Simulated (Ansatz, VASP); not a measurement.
## As: VASP beside Ansatz

```
As
1.0
     3.65000    0.00000    0.00000
     0.00000    0.00000   -4.47000
    -1.82500    5.50000    0.00000
As
4
Cartesian
  1.8250 4.2900 -4.2018
  0.0000 4.2900 -2.5032
  0.0000 1.2100 -0.2682
  1.8250 1.2100 -1.9668
```

Alike in both runs: task single point; functional r2SCAN; k mesh 10 × 8 × 10; occupations gaussian, width 0.05 eV; no spin polarisation.

|  | VASP | Ansatz |
| --- | --- | --- |
| version | VASP 6.6.1 | Ansatz 0.2.0 |
| potentials or method | VASP PAW PBE potentials, release 64 (As), cutoff 520 eV | scalar-relativistic, plane waves, PAW |
| valence electrons in the cell | 20 | 60 |

|  | VASP | Ansatz | Ansatz less VASP |
| --- | --- | --- | --- |
| gap on the k mesh at the Fermi level (eV) | 0.08 | 0.08 | +0.003 |
| pressure (GPa) | 1.5 | 1.4 | -0.11 |
| traceless stress, the component that is largest in VASP (GPa) | 0.77 | 0.80 | +0.036 |
| rms of the force components (eV/Å) | 0.204 | 0.225 | +0.0207 |

VASP's potentials were made for PBE, not for r2SCAN. Atom by atom the forces differ by 0.022 eV/Å (rms over components). With one functional, cell and mesh, what is left measures potentials, basis and numerics. VASP's potentials hold 20 valence electrons a cell and Ansatz's 60, so a difference there can come from the potentials and not from the codes.
